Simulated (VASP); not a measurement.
# SnO (P4/nmm) in VASP: notebook, part 2 of 2

VASP 6.6.1. The steps go on from the part before.

## Step 3: Single point, r2SCAN+rVV10

This run uses another cell than the first one, of 16.70 Å³/atom.

Contents of POSCAR:

```
SnO
1.0
    3.7358428604      0.0000000000      0.0000000000
    0.0000000000      3.7358428604      0.0000000000
    0.0000000000      0.0000000000      4.7871523832
Sn O
2 2
Direct
    0.5000000000      0.0000000000      0.7646261400
    0.0000000000      0.5000000000      0.2353738600
    0.0000000000      0.0000000000      0.0000000000
    0.5000000000      0.5000000000      0.0000000000
```

Contents of INCAR.step1:

```
SYSTEM = SnO
ALGO = Normal ; EDIFF = 1E-5
ENCUT = 660 ; GGA = PE
GGA_COMPAT = .False. ; ISMEAR = -1
LASPH = .True. ; LCHARG = .False.
LREAL = .False. ; LWAVE = .True.
NBANDS = 28 ; NELM = 120
PREC = Accurate ; SIGMA = 0.05
```

Contents of INCAR.step2:

```
SYSTEM = SnO
ALGO = Normal ; BPARAM = 11.95
CPARAM = 0.0093 ; EDIFF = 1E-6
ENCUT = 660 ; GGA_COMPAT = .False.
ISIF = 2 ; ISMEAR = -1
ISTART = 1 ; IVDW_NL = 2
LASPH = .True. ; LCHARG = .False.
LMIXTAU = .True. ; LREAL = .False.
LUSE_VDW = .True. ; LWAVE = .False.
METAGGA = R2SCAN ; NBANDS = 28
NELM = 120 ; PREC = Accurate
SIGMA = 0.05
```

Contents of KPOINTS:

```
k-points
0
Gamma
  7 7 6
  0 0 0
```

Potentials or basis: VASP PAW PBE potentials, release 64 (Sn_d, O).

Run with:

```
> cat potpaw_PBE.64/Sn_d/POTCAR potpaw_PBE.64/O/POTCAR > POTCAR
> cp INCAR.step1 INCAR
> mpirun -np 1 vasp_std > vasp.out
> cp INCAR.step2 INCAR
> mpirun -np 1 vasp_std > vasp.out
```

OUTCAR:

```text
SYSTEM = SnO
   BPARAM = 11.95
   EDIFF = 1E-6
   ENCUT = 660
   ISIF = 2
   ISMEAR = -1
   ISTART = 1
   IVDW_NL = 2
   LASPH = .True.
   LREAL = .False.
   METAGGA = R2SCAN
   NELM = 120
   PREC = Accurate

 ion  position               nearest neighbor table
   1  0.500  0.000  0.765-   3 2.18   4 2.18   4 2.18   3 2.18   2 3.47   2 3.47   2 3.47   2 3.47
                             2 3.66   2 3.66   2 3.66   2 3.66
   2  0.000  0.500  0.235-   3 2.18   4 2.18   3 2.18   4 2.18   1 3.47   1 3.47   1 3.47   1 3.47
                             1 3.66   1 3.66   1 3.66   1 3.66
   3  0.000  0.000  0.000-   1 2.18   2 2.18   2 2.18   1 2.18
   4  0.500  0.500  0.000-   1 2.18   2 2.18   1 2.18   2 2.18

  LATTYP: Found a simple tetragonal cell.
 ALAT       =     3.7358428604
 C/A-ratio  =     1.2814116016

  Lattice vectors:

 A1 = (   3.7358428604,   0.0000000000,   0.0000000000)
 A2 = (   0.0000000000,   3.7358428604,   0.0000000000)
 A3 = (   0.0000000000,   0.0000000000,   4.7871523832)

Analysis of symmetry for initial positions (statically):
=====================================================================
 Subroutine PRICEL returns:
 Original cell was already a primitive cell.

 Routine SETGRP: Setting up the symmetry group for a
 simple tetragonal supercell.

 Subroutine GETGRP returns: Found 16 space group operations
 (whereof  8 operations were pure point group operations)
 out of a pool of 16 trial point group operations.

The static configuration has the point symmetry D_2d.
 The point group associated with its full space group is D_4h.

Analysis of symmetry for dynamics (positions and initial velocities):
=====================================================================
 Subroutine PRICEL returns:
 Original cell was already a primitive cell.

 Routine SETGRP: Setting up the symmetry group for a
 simple tetragonal supercell.

 Subroutine GETGRP returns: Found 16 space group operations
 (whereof  8 operations were pure point group operations)
[... 127 lines left out ...]
     AMIX_MAG =   1.60;   BMIX_MAG =  1.00
  volume/ion in A,a.u.               =      16.70       112.72
  Fermi-wavevector in a.u.,A,eV,Ry     =   1.379781  2.607407 25.902694  1.903794
  Thomas-Fermi vector in A             =   2.504718
   LORBIT       =      0    0 simple, 1 ext, 2 COOP (PROOUT), +10 PAW based schemes
   METAGGA = R2SCAN    functional components
   LHFCALC =     F    Hartree Fock is set to
   AEXX    =    0.0000 exact exchange contribution
   IVDW_NL    =     2    kernel type
   BPARAM     =11.9500
   IVDW    =     0    specifies the selected vdW correction
   LEPSILON=     F    determine dielectric tensor
   LRPA    =     F    only Hartree local field effects (RPA)
 non-spin polarized calculation
  energy-cutoff  :      660.00
  volume of cell :       66.81
 maximum number of plane-waves:      2592
 NGX is ok and might be reduce to    32
   NGX = 15   NGY = 15   NGZ = 21

 number of electron      40.0000007 magnetization

 Free energy of the ion-electron system (eV)
  ---------------------------------------------------
  ext. energy  EPLUGINS =         0.00000000
  ---------------------------------------------------
  free energy    TOTEN  =       -65.77219119 eV

  energy without entropy =      -65.77142953  energy(sigma->0) =      -65.77181036

 E-fermi :   8.0509     XC(G=0): -11.2476

 val. band max:        7.9658802401   @ k =   0.0000   0.0000   0.0000
 cond. band min:       8.1754327498   @ k =   0.4286   0.4286   0.0000
 fundamental gap:      0.2095525097
 Fermi energy:         8.0509440308

 k-point     1 :       0.0000    0.0000    0.0000
  band No.  band energies     occupation
      1     -15.4087      2.00000
      2     -14.6792      2.00000
      3     -14.6733      2.00000
      4     -14.6634      2.00000
      5     -14.6634      2.00000
      6     -14.5902      2.00000
[... 733 lines left out ...]
     27      17.2056      0.00000
     28      18.0720      0.00000

 [... further k-points ...]

------------------------ aborting loop because EDIFF is reached ----------------------------------------

  FORCE on cell =-STRESS in cart. coord.  units (eV):
  Direction    XX          YY          ZZ          XY          YZ          ZX
  --------------------------------------------------------------------------------------
  -------------------------------------------------------------------------------------
  Total        2.6936686      2.6936686      1.9556477      0.0000000     -0.0000000      0.0000000
  in kB       64.5952073     64.5952073     46.8971832      0.0000000     -0.0000000      0.0000000
  external PRESSURE =      58.6958659 kB  Pullay stress =       0.0000000 kB

 VOLUME and BASIS-vectors are now :
 -----------------------------------------------------------------------------
  energy-cutoff  :      660.00
  volume of cell :       66.81
      direct lattice vectors                 reciprocal lattice vectors
     3.735842860  0.000000000  0.000000000     0.267677212  0.000000000  0.000000000
     0.000000000  3.735842860  0.000000000     0.000000000  0.267677212  0.000000000
     0.000000000  0.000000000  4.787152383     0.000000000  0.000000000  0.208892452

 POSITION                                       TOTAL-FORCE (eV/Angst)
 -----------------------------------------------------------------------------------
      1.86792      0.00000      3.66038        -0.000000      0.000000     -1.001444
      0.00000      1.86792      1.12677         0.000000     -0.000000      1.001444
      0.00000      0.00000      0.00000         0.000000      0.000000      0.000000
      1.86792      1.86792      0.00000         0.000000     -0.000000      0.000000
 -----------------------------------------------------------------------------------
    total drift:                                0.000000     -0.000000     -0.000000

  FREE ENERGIE OF THE ION-ELECTRON SYSTEM (eV)
  ---------------------------------------------------
  free  energy   TOTEN  =       -65.7721911946 eV

  energy  without entropy=      -65.7714295305  energy(sigma->0) =      -65.77181036
```

OUTCAR.step1:

```text
SYSTEM = SnO
   EDIFF = 1E-5
   ENCUT = 660
   GGA = PE
   ISMEAR = -1
   LASPH = .True.
   LREAL = .False.
   NELM = 120
[... 975 lines left out ...]
      0.00000      1.86792      1.12677        -0.000000      0.000000      1.419947
      0.00000      0.00000      0.00000        -0.000000      0.000000      0.000000
      1.86792      1.86792      0.00000         0.000000     -0.000000      0.000000
 -----------------------------------------------------------------------------------
    total drift:                                0.000000     -0.000000     -0.000000

  FREE ENERGIE OF THE ION-ELECTRON SYSTEM (eV)
  ---------------------------------------------------
  free  energy   TOTEN  =       -22.4989811168 eV

  energy  without entropy=      -22.4975558889  energy(sigma->0) =      -22.49826850
```

OSZICAR.step1:

```text
N       E                     dE             d eps       ncg     rms          rms(c)
DAV:   1     0.468437907708E+03    0.46844E+03   -0.22901E+04  2324   0.257E+03
DAV:   2     0.483887556491E+02   -0.42005E+03   -0.40208E+03  2264   0.627E+02
DAV:   3    -0.224415688293E+02   -0.70830E+02   -0.69424E+02  2548   0.198E+02
DAV:   4    -0.260320105331E+02   -0.35904E+01   -0.35699E+01  2600   0.469E+01
DAV:   5    -0.261126851124E+02   -0.80675E-01   -0.80666E-01  2396   0.769E+00    0.118E+01
DAV:   6    -0.224855285595E+02    0.36272E+01   -0.15346E+01  3608   0.435E+01    0.477E+00
DAV:   7    -0.225169364664E+02   -0.31408E-01   -0.18220E+00  2632   0.842E+00    0.249E+00
DAV:   8    -0.225061547810E+02    0.10782E-01   -0.26024E-01  3160   0.392E+00    0.813E-01
DAV:   9    -0.224980291004E+02    0.81257E-02   -0.48977E-02  3408   0.257E+00    0.225E-01
DAV:  10    -0.224990946830E+02   -0.10656E-02   -0.61792E-03  2948   0.708E-01    0.106E-01
DAV:  11    -0.224989610284E+02    0.13365E-03   -0.11947E-03  3412   0.369E-01    0.242E-02
DAV:  12    -0.224989949747E+02   -0.33946E-04   -0.23062E-04  2336   0.861E-02    0.360E-02
DAV:  13    -0.224989808785E+02    0.14096E-04   -0.57452E-05  2560   0.875E-02    0.256E-03
DAV:  14    -0.224989811168E+02   -0.23822E-06   -0.58242E-06  1140   0.170E-02
   1 F= -.22498981E+02 E0= -.22498269E+02  d E =-.142523E-02
```

It took 6.9 min on 1 thread of Intel Xeon 8259CL, shared host; peak memory 0.42 GiB.

What came out:

```yaml
Free_energy: -65.7722 eV
Pressure: 5.9 GPa
Largest_force: 1.001 eV/Å
Band_gap_on_the_k_mesh: 0.21 eV (least direct gap 2.29 eV)
```

Forces in eV/Å, atoms in the order of the input:
```
Sn   0.000  0.000 -1.001
Sn   0.000  0.000  1.001
O    0.000  0.000  0.000
O    0.000  0.000  0.000
```

Caveat: the cell stands under pressure; the PAW data sets were made with another functional, which shifts forces and pressure a little; spin-orbit coupling is left out, which moves the levels of the heavy elements; an odd mesh through Γ misses points on the zone boundary, where band edges can lie.
